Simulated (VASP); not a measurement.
# BaTiO3 (P4mm) in VASP: further runs

Runs on BaTiO3. Level: PBE. Tasks: single point.

Program: VASP 6.6.1. These are calculated values, not measurements. Logs are shortened: lines on timing, memory, paths and dates and some standing lists are left out, and cuts for length are marked.

### Step 1. The cell of the first run

The structure is tetragonal, space group P4mm (No. 99). The conventional cell has a = 3.893 Å, b = 3.893 Å, c = 4.259 Å, α = 90.00°, β = 90.00°, γ = 90.00°. Ba (site symmetry 4mm) has 12 O at 2.76 to 2.99 Å and 8 Ti at 3.43 to 3.53 Å within 3.6 Å. Ti (site symmetry 4mm) has 5 O at 1.81 to 1.96 Å within 2.4 Å. O (site symmetry 2mm) has 2 Ti at 1.96 Å within 2.6 Å. Within 2.4 Å of O (site symmetry 4mm) lie 1 Ti at 1.81 Å.

### Step 2. Single point, PBE (epitaxial xy strain -2.0%)

Contents of INCAR:

```
PREC     = Accurate       # precision mode
ENCUT    = 520            # plane-wave cutoff, eV
EDIFF    = 1E-6           # SCF threshold, eV
ISMEAR   = -1             # smearing method
SIGMA    = 0.02           # smearing width, eV
LREAL    = F              # projectors in reciprocal space
LASPH    = T              # aspherical terms in the spheres
NELM     = 60             # most SCF steps
ALGO     = Normal         # electronic algorithm
ISIF     = 2              # what is computed and relaxed
LWAVE    = F              # write WAVECAR
LCHARG   = T              # write CHGCAR
GGA      = PE             # functional
LELF     = T              # ELF
LVHAR    = T            
NBANDS   = 28             # bands
```

Contents of KPOINTS:

```
regular mesh
0
Gamma
  6 6 6
```

Contents of POSCAR:

```
BaTiO3
1.0
    3.8925998650      0.0000000000      0.0000000000
    0.0000000000      3.8925998650      0.0000000000
    0.0000000000      0.0000000000      4.2587526924
Ba Ti O
1 1 3
Direct
    0.5000000000      0.5000000000      0.5931437032
    0.0000000000      0.0000000000      0.1121118325
    0.0000000000      0.5000000000      0.0591699801
    0.5000000000      0.0000000000      0.0591699801
    0.0000000000      0.0000000000      0.5364014941
```

Potentials or basis: VASP PAW PBE potentials, release 64 (Ba_sv, Ti_sv, O).

On the command line:

```console
cat potpaw_PBE.64/Ba_sv/POTCAR potpaw_PBE.64/Ti_sv/POTCAR potpaw_PBE.64/O/POTCAR > POTCAR
mpirun -np 1 vasp_std > vasp.out
```

OUTCAR:

```text
PREC = Accurate
   ENCUT = 520
   EDIFF = 1E-6
   ISMEAR = -1
   LREAL = F
   LASPH = T
   NELM = 60
   ISIF = 2
   GGA = PE

 ion  position               nearest neighbor table
   1  0.500  0.500  0.593-   5 2.76   5 2.76   5 2.76   5 2.76   4 2.78   3 2.78   3 2.78   4 2.78
                             3 2.99   4 2.99   3 2.99   4 2.99   2 3.43   2 3.43   2 3.43   2 3.43
   2  0.000  0.000  0.112-   5 1.81   4 1.96   3 1.96   3 1.96   4 1.96   1 3.43   1 3.43   1 3.43
                             1 3.43   1 3.53   1 3.53   1 3.53   1 3.53
   3  0.000  0.500  0.059-   2 1.96   2 1.96   1 2.78   1 2.78   1 2.99   1 2.99
   4  0.500  0.000  0.059-   2 1.96   2 1.96   1 2.78   1 2.78   1 2.99   1 2.99
   5  0.000  0.000  0.536-   2 1.81   1 2.76   1 2.76   1 2.76   1 2.76

  LATTYP: Found a simple tetragonal cell.
 ALAT       =     3.8925998650
 C/A-ratio  =     1.0940638237

  Lattice vectors:

 A1 = (   3.8925998650,   0.0000000000,   0.0000000000)
 A2 = (   0.0000000000,   3.8925998650,   0.0000000000)
 A3 = (   0.0000000000,   0.0000000000,   4.2587526924)

Analysis of symmetry for initial positions (statically):
=====================================================================
 Subroutine PRICEL returns:
 Original cell was already a primitive cell.

 Routine SETGRP: Setting up the symmetry group for a
 simple tetragonal supercell.

 Subroutine GETGRP returns: Found  8 space group operations
 (whereof  8 operations were pure point group operations)
 out of a pool of 16 trial point group operations.

The static configuration has the point symmetry C_4v.

Analysis of symmetry for dynamics (positions and initial velocities):
=====================================================================
 Subroutine PRICEL returns:
 Original cell was already a primitive cell.

 Routine SETGRP: Setting up the symmetry group for a
 simple tetragonal supercell.

 Subroutine GETGRP returns: Found  8 space group operations
 (whereof  8 operations were pure point group operations)
 out of a pool of 16 trial point group operations.

The dynamic configuration has the point symmetry C_4v.

 Subroutine INISYM returns: Found  8 space group operations
 (whereof  8 operations are pure point group operations),
 and found     1 'primitive' translations

----------------------------------------------------------------------------------------

                                     Primitive cell

  volume of cell :      64.5300

  direct lattice vectors                    reciprocal lattice vectors
     3.892599865  0.000000000  0.000000000     0.256897712  0.000000000  0.000000000
     0.000000000  3.892599865  0.000000000     0.000000000  0.256897712  0.000000000
     0.000000000  0.000000000  4.258752692     0.000000000  0.000000000  0.234810535

  length of vectors
     3.892599865  3.892599865  4.258752692     0.256897712  0.256897712  0.234810535

  position of ions in fractional coordinates (direct lattice)
     0.500000000  0.500000000  0.593143703
     0.000000000  0.000000000  0.112111832
     0.000000000  0.500000000  0.059169980
     0.500000000  0.000000000  0.059169980
     0.000000000  0.000000000  0.536401494

  ion indices of the primitive-cell ions
   primitive index   ion index
                 1           1
                 2           2
                 3           3
                 4           4
                 5           5

----------------------------------------------------------------------------------------

 KPOINTS: regular mesh

Automatic generation of k-mesh.
 Grid dimensions read from file:
 generate k-points for:    6    6    6

 Generating k-lattice:

  Cartesian coordinates                     Fractional coordinates (reciprocal lattice)
     0.042816285  0.000000000  0.000000000     0.166666667  0.000000000  0.000000000
     0.000000000  0.042816285  0.000000000     0.000000000  0.166666667  0.000000000
     0.000000000  0.000000000  0.039135089     0.000000000  0.000000000  0.166666667

  Length of vectors
     0.042816285  0.042816285  0.039135089

  Shift w.r.t. Gamma in fractional coordinates (k-lattice)
     0.000000000  0.000000000  0.000000000

 Subroutine IBZKPT returns following result:
 ===========================================

 Found     40 irreducible k-points:

 Following reciprocal coordinates:
            Coordinates               Weight
  0.000000  0.000000  0.000000      1.000000
  0.166667  0.000000  0.000000      4.000000
  0.333333  0.000000  0.000000      4.000000
  0.500000  0.000000  0.000000      2.000000
  0.166667  0.166667  0.000000      4.000000
  0.333333  0.166667  0.000000      8.000000
[... 16 lines left out ...]
  0.333333  0.000000  0.333333      8.000000
  0.500000  0.000000  0.333333      4.000000
 [... further k-points ...]
   k-points           NKPTS =     40   k-points in BZ     NKDIM =     40   number of bands    NBANDS=     28
   number of dos      NEDOS =    301   number of ions     NIONS =      5
[... 60 lines left out ...]
  free energy    TOTEN  =       -39.93964032 eV

  energy without entropy =      -39.93964032  energy(sigma->0) =      -39.93964032

 E-fermi :   4.4942     XC(G=0): -11.1919

 val. band max:        4.0964198281   @ k =   0.5000   0.5000   0.5000
 cond. band min:       5.9581877413   @ k =   0.0000   0.0000   0.0000
 fundamental gap:      1.8617679132
 Fermi energy:         4.4942316705

 k-point     1 :       0.0000    0.0000    0.0000
  band No.  band energies     occupation
      1     -52.4437      2.00000
      2     -28.8140      2.00000
      3     -28.6663      2.00000
      4     -28.6663      2.00000
      5     -21.1356      2.00000
      6     -13.1106      2.00000
[... 20 lines left out ...]
     27       9.3232      0.00000
     28      11.0063      0.00000

 k-point     2 :       0.1667    0.0000    0.0000
  band No.  band energies     occupation
      1     -52.4433      2.00000
      2     -28.8132      2.00000
      3     -28.6848      2.00000
      4     -28.6656      2.00000
      5     -21.1005      2.00000
      6     -13.1073      2.00000
[... 20 lines left out ...]
     27       9.8507      0.00000
     28      11.6627      0.00000

 k-point     3 :       0.3333    0.0000    0.0000
  band No.  band energies     occupation
      1     -52.4425      2.00000
      2     -28.8116      2.00000
      3     -28.7215      2.00000
      4     -28.6642      2.00000
      5     -21.0286      2.00000
      6     -13.2203      2.00000
[... 20 lines left out ...]
     27      10.9675      0.00000
     28      12.0155      0.00000

 k-point     4 :       0.5000    0.0000    0.0000
  band No.  band energies     occupation
      1     -52.4421      2.00000
      2     -28.8107      2.00000
      3     -28.7397      2.00000
      4     -28.6635      2.00000
      5     -20.9918      2.00000
      6     -13.3092      2.00000
[... 20 lines left out ...]
     27      11.6708      0.00000
     28      11.9562      0.00000

 k-point     5 :       0.1667    0.1667    0.0000
  band No.  band energies     occupation
      1     -52.4429      2.00000
      2     -28.8124      2.00000
      3     -28.6844      2.00000
      4     -28.6836      2.00000
      5     -21.0683      2.00000
      6     -13.0724      2.00000
[... 20 lines left out ...]
     27      10.2211      0.00000
     28      11.9446      0.00000

 k-point     6 :       0.3333    0.1667    0.0000
  band No.  band energies     occupation
      1     -52.4421      2.00000
      2     -28.8108      2.00000
      3     -28.7204      2.00000
      4     -28.6823      2.00000
      5     -21.0024      2.00000
      6     -13.1151      2.00000
[... 463 lines left out ...]
      5     -21.0789      2.00000
      6     -13.2784      2.00000
[... 20 lines left out ...]
     27      10.5381      0.00000
     28      12.2772      0.00000

 k-point    22 :       0.1667    0.0000    0.3333
  band No.  band energies     occupation
      1     -52.4430      2.00000
      2     -28.8324      2.00000
      3     -28.6838      2.00000
      4     -28.6649      2.00000
      5     -21.0506      2.00000
      6     -13.1664      2.00000
[... 20 lines left out ...]
     27      11.0546      0.00000
     28      12.3549      0.00000

 k-point    23 :       0.3333    0.0000    0.3333
  band No.  band energies     occupation
      1     -52.4422      2.00000
      2     -28.8301      2.00000
      3     -28.7200      2.00000
      4     -28.6635      2.00000
      5     -20.9927      2.00000
      6     -12.9961      2.00000
[... 20 lines left out ...]
     27      11.8472      0.00000
     28      12.4600      0.00000

 k-point    24 :       0.5000    0.0000    0.3333
  band No.  band energies     occupation
      1     -52.4418      2.00000
      2     -28.8290      2.00000
      3     -28.7380      2.00000
      4     -28.6628      2.00000
      5     -20.9630      2.00000
      6     -12.9754      2.00000
[... 20 lines left out ...]
     27      11.7235      0.00000
     28      13.0737      0.00000

 [... further k-points ...]
[... 5 lines left out ...]
  --------------------------------------------------------------------------------------
  -------------------------------------------------------------------------------------
  Total        4.2069364      4.2069364      2.0408507      0.0000000      0.0000000      0.0000000
  in kB      104.4514753    104.4514753     50.6710450      0.0000000      0.0000000      0.0000000
  external PRESSURE =      86.5246652 kB  Pullay stress =       0.0000000 kB

 VOLUME and BASIS-vectors are now :
 -----------------------------------------------------------------------------
  energy-cutoff  :      520.00
  volume of cell :       64.53
      direct lattice vectors                 reciprocal lattice vectors
     3.892599865  0.000000000  0.000000000     0.256897712  0.000000000  0.000000000
     0.000000000  3.892599865  0.000000000     0.000000000  0.256897712  0.000000000
     0.000000000  0.000000000  4.258752692     0.000000000  0.000000000  0.234810535

 POSITION                                       TOTAL-FORCE (eV/Angst)
 -----------------------------------------------------------------------------------
      1.94630      1.94630      2.52605        -0.000000      0.000000     -0.027736
      0.00000      0.00000      0.47746         0.000000     -0.000000     -0.139880
      0.00000      1.94630      0.25199        -0.000000     -0.000000     -0.029527
      1.94630      0.00000      0.25199        -0.000000     -0.000000     -0.029527
      0.00000      0.00000      2.28440        -0.000000     -0.000000      0.226669
 -----------------------------------------------------------------------------------
    total drift:                                0.000000     -0.000000     -0.000373

  FREE ENERGIE OF THE ION-ELECTRON SYSTEM (eV)
  ---------------------------------------------------
  free  energy   TOTEN  =       -39.9396403176 eV

  energy  without entropy=      -39.9396403176  energy(sigma->0) =      -39.93964032
```

Run time: 48 s. Hardware: 1 thread of AMD EPYC 7R13 (Zen 3), shared host; peak memory 0.19 GiB.

What came out:

```
Free energy            : -39.9396 eV
Pressure               : 8.7 GPa
Largest force          : 0.227 eV/Å
Band gap on the k mesh : 1.86 eV, indirect (least direct gap 2.52 eV)
```

Forces on the atoms (eV/Å):
```
Ba   0.000  0.000 -0.028
Ti   0.000  0.000 -0.140
O    0.000  0.000 -0.030
O    0.000  0.000 -0.030
O    0.000  0.000  0.227
```

Caveat: the cell differs from its parent crystal (epitaxial xy strain -2.0%); spin-orbit coupling is left out, which moves the levels of the heavy elements. A k mesh can miss the band edges.

### Step 3. Single point, PBE (epitaxial xy strain -1.0%)

Contents of INCAR:

```
PREC = Accurate ; ENCUT = 520
EDIFF = 1E-6 ; ISMEAR = -1
SIGMA = 0.02 ; LREAL = F
LASPH = T ; NELM = 80
ALGO = Normal ; ISIF = 2
LWAVE = F ; LCHARG = F
GGA = PE ; NBANDS = 28
```

KPOINTS is that of step 2.

Contents of POSCAR:

```
BaTiO3
1.0
    3.9323202718      0.0000000000      0.0000000000
    0.0000000000      3.9323202718      0.0000000000
    0.0000000000      0.0000000000      4.1792494854
Ba Ti O
1 1 3
Direct
    0.5000000000      0.5000000000      0.5884081269
    0.0000000000      0.0000000000      0.1073869397
    0.0000000000      0.5000000000      0.0613175715
    0.5000000000      0.0000000000      0.0613175715
    0.0000000000      0.0000000000      0.5415667804
```

Potentials or basis: VASP PAW PBE potentials, release 64 (Ba_sv, Ti_sv, O).

On the command line:

```console
cat potpaw_PBE.64/Ba_sv/POTCAR potpaw_PBE.64/Ti_sv/POTCAR potpaw_PBE.64/O/POTCAR > POTCAR
mpirun -np 1 vasp_std > vasp.out
```

Run time: 52 s. Hardware: 1 thread of AMD EPYC 7R13 (Zen 3), shared host; peak memory 0.19 GiB.

It converged, with:

```
Free energy            : -39.9832 eV
Pressure               : 6.8 GPa
Largest force          : 0.214 eV/Å
Band gap on the k mesh : 1.84 eV, indirect (least direct gap 2.41 eV)
```

Forces on the atoms (eV/Å):
```
Ba   0.000  0.000 -0.023
Ti   0.000  0.000 -0.137
O    0.000  0.000 -0.027
O    0.000  0.000 -0.027
O    0.000  0.000  0.214
```

Stress tensor (GPa, compression positive):
```
7.68 0.00 0.00
0.00 7.68 0.00
0.00 0.00 5.01
```

Levels at points of the mesh, in eV from the valence-band top:
```csv
k point,band 17,band 18,band 19,band 20,band 21,band 22,band 23,band 24
"(0.00, 0.00, 0.00)",-1.41,-0.91,-0.57,-0.57,1.84,2.44,2.44,4.23
"(0.50, 0.00, 0.00)",-2.07,-1.80,-1.58,-1.34,2.53,3.58,3.67,4.20
"(0.50, 0.50, 0.00)",-2.04,-1.11,-1.11,-0.06,3.71,3.71,4.08,4.23
"(0.00, 0.00, 0.50)",-2.13,-2.10,-0.75,-0.75,1.96,3.50,3.50,4.23
"(0.50, 0.00, 0.50)",-1.86,-1.22,-1.13,-0.56,3.51,3.63,3.83,5.03
"(0.50, 0.50, 0.50)",-2.60,-0.48,-0.48,0.00,4.09,4.09,4.26,6.12
```

Caveat: the cell differs from its parent crystal (epitaxial xy strain -1.0%); spin-orbit coupling is left out, which moves the levels of the heavy elements. A k mesh can miss the band edges.

### Step 4. Single point, PBE (epitaxial xy strain -3.0%)

Contents of INCAR:

```
SYSTEM = BaTiO3
  PREC = Accurate
  ENCUT = 520
  EDIFF = 1E-6
  ISMEAR = -1
  SIGMA = 0.02
  LREAL = .FALSE.
  LASPH = .TRUE.
  NELM = 60
  ALGO = Normal
  ISIF = 2
  LWAVE = .FALSE.
  LCHARG = .FALSE.
  GGA = PE
  NBANDS = 28
```

Contents of KPOINTS:

```
regular mesh
0
G
  6 6 6
  0 0 0
```

Contents of POSCAR:

```
BaTiO3
1.0
    3.8528794582      0.0000000000      0.0000000000
    0.0000000000      3.8528794582      0.0000000000
    0.0000000000      0.0000000000      4.3707941629
Ba Ti O
1 1 3
Direct
    0.5000000000      0.5000000000      0.6008900113
    0.0000000000      0.0000000000      0.1179582154
    0.0000000000      0.5000000000      0.0559765015
    0.5000000000      0.0000000000      0.0559765015
    0.0000000000      0.0000000000      0.5291957603
```

On the command line:

```console
cat potpaw_PBE.64/Ba_sv/POTCAR potpaw_PBE.64/Ti_sv/POTCAR potpaw_PBE.64/O/POTCAR > POTCAR
mpirun -np 1 vasp_std > vasp.out
```

It took 71 s on 1 thread of AMD EPYC 7R13 (Zen 3), shared host; peak memory 0.19 GiB.

The run converged. Its results:

```
Free energy            : -39.8857 eV
Pressure               : 10.1 GPa
Largest force          : 0.241 eV/Å
Band gap on the k mesh : 1.89 eV, indirect (least direct gap 2.64 eV)
```

Forces in eV/Å, atoms in the order of the input:
```
Ba   0.000  0.000 -0.032
Ti   0.000  0.000 -0.143
O    0.000  0.000 -0.033
O    0.000  0.000 -0.033
O    0.000  0.000  0.241
```

Stress tensor (GPa, compression positive):
```
12.59  0.00  0.00
 0.00 12.59  0.00
 0.00  0.00  4.98
```

Levels at points of the mesh, in eV from the valence-band top:
| k point | band 16 | band 17 | band 18 | band 19 | band 20 | band 21 | band 22 | band 23 | band 24 | band 25 |
| --- | --- | --- | --- | --- | --- | --- | --- | --- | --- | --- |
| (0.00, 0.00, 0.00) | -2.01 | -1.73 | -1.51 | -0.75 | -0.75 | 1.89 | 2.81 | 2.81 | 3.96 | 4.44 |
| (0.50, 0.00, 0.00) | -2.33 | -2.28 | -2.10 | -1.95 | -1.81 | 2.87 | 3.64 | 3.73 | 4.22 | 5.80 |
| (0.50, 0.50, 0.00) | -3.49 | -2.31 | -1.14 | -1.14 | -0.04 | 3.71 | 3.79 | 3.79 | 4.23 | 7.61 |
| (0.00, 0.00, 0.50) | -2.28 | -2.27 | -2.27 | -0.79 | -0.79 | 1.98 | 3.49 | 3.49 | 4.51 | 5.53 |
| (0.50, 0.00, 0.50) | -2.85 | -2.03 | -1.59 | -1.40 | -0.95 | 3.51 | 3.69 | 3.73 | 5.23 | 6.73 |
| (0.50, 0.50, 0.50) | -2.72 | -2.72 | -0.89 | -0.89 | 0.00 | 3.97 | 3.97 | 4.32 | 5.68 | 6.21 |

Caveat: the cell differs from its parent crystal (epitaxial xy strain -3.0%); spin-orbit coupling is left out, which moves the levels of the heavy elements.

### Step 5. Single point, PBE (epitaxial xy strain +1.0%)

Contents of INCAR:

```
SYSTEM = BaTiO3
PREC = Accurate ; ENCUT = 520
EDIFF = 1E-7 ; ISMEAR = -1
SIGMA = 0.02 ; LREAL = .FALSE.
LASPH = .TRUE. ; NELM = 60
ALGO = Normal ; ISIF = 2
LWAVE = .FALSE. ; LCHARG = .FALSE.
GGA = PE ; NBANDS = 28
```

KPOINTS is that of step 4.

Contents of POSCAR:

```
BaTiO3
1.0
    4.0117610854      0.0000000000      0.0000000000
    0.0000000000      4.0117610854      0.0000000000
    0.0000000000      0.0000000000      4.0575691340
Ba Ti O
1 1 3
Direct
    0.5000000000      0.5000000000      0.5825416364
    0.0000000000      0.0000000000      0.0993091638
    0.0000000000      0.5000000000      0.0642211463
    0.5000000000      0.0000000000      0.0642211463
    0.0000000000      0.0000000000      0.5497038972
```

On the command line:

```console
cat potpaw_PBE.64/Ba_sv/POTCAR potpaw_PBE.64/Ti_sv/POTCAR potpaw_PBE.64/O/POTCAR > POTCAR
mpirun -np 1 vasp_std > vasp.out
```

It took 69 s on 1 thread of AMD EPYC 7R13 (Zen 3), shared host; peak memory 0.19 GiB.

Results (log left out):

```yaml
Free_energy: -40.0136 eV
Pressure: 3.1 GPa
Largest_force: 0.189 eV/Å
Band_gap_on_the_k_mesh: 1.78 eV, indirect (least direct gap 2.20 eV)
```

Forces on the atoms (eV/Å):
```
Ba   0.000  0.000 -0.016
Ti   0.000  0.000 -0.127
O    0.000  0.000 -0.023
O    0.000  0.000 -0.023
O    0.000  0.000  0.189
```

Stress tensor (GPa, compression positive):
```
2.07 0.00 0.00
0.00 2.07 0.00
0.00 0.00 5.07
```

Levels at points of the mesh, in eV from the valence-band top:
```csv
k point,band 17,band 18,band 19,band 20,band 21,band 22,band 23,band 24
"(0.00, 0.00, 0.00)",-1.16,-0.55,-0.42,-0.42,1.78,2.21,2.21,3.95
"(0.50, 0.00, 0.00)",-1.84,-1.65,-1.21,-1.05,2.32,3.45,3.53,4.10
"(0.50, 0.50, 0.00)",-1.88,-1.12,-1.12,-0.08,3.55,3.55,3.89,4.54
"(0.00, 0.00, 0.50)",-1.96,-1.95,-0.72,-0.72,1.93,3.57,3.57,3.95
"(0.50, 0.00, 0.50)",-1.77,-0.97,-0.93,-0.30,3.48,3.58,3.87,4.77
"(0.50, 0.50, 0.50)",-2.47,-0.22,-0.22,0.00,4.10,4.12,4.12,6.28
```

Caveat: the cell differs from its parent crystal (epitaxial xy strain +1.0%); spin-orbit coupling is left out, which moves the levels of the heavy elements.

### Step 6. Summary

```tsv
cell	gap on the mesh (eV)	pressure (GPa)	largest force (eV/Å)
a = 3.893, b = 3.893, c = 4.259 Å, 5 atoms	1.86	8.7	0.23
a = 3.932, b = 3.932, c = 4.179 Å, 5 atoms	1.84	6.8	0.21
a = 3.853, b = 3.853, c = 4.371 Å, 5 atoms	1.89	10.1	0.24
a = 4.012, b = 4.012, c = 4.058 Å, 5 atoms	1.78	3.1	0.19
```

Alike in all rows: task single point; level PBE; potentials or basis VASP PAW PBE potentials, release 64 (Ba_sv, Ti_sv, O); no spin polarisation; k mesh 6 × 6 × 6; cutoff (eV) 520; smearing fermi-dirac 0.02 eV.

Caveats: spin-orbit coupling is left out, which moves the levels of the heavy elements.

Absolute energies hang on the potentials; compare differences alone.
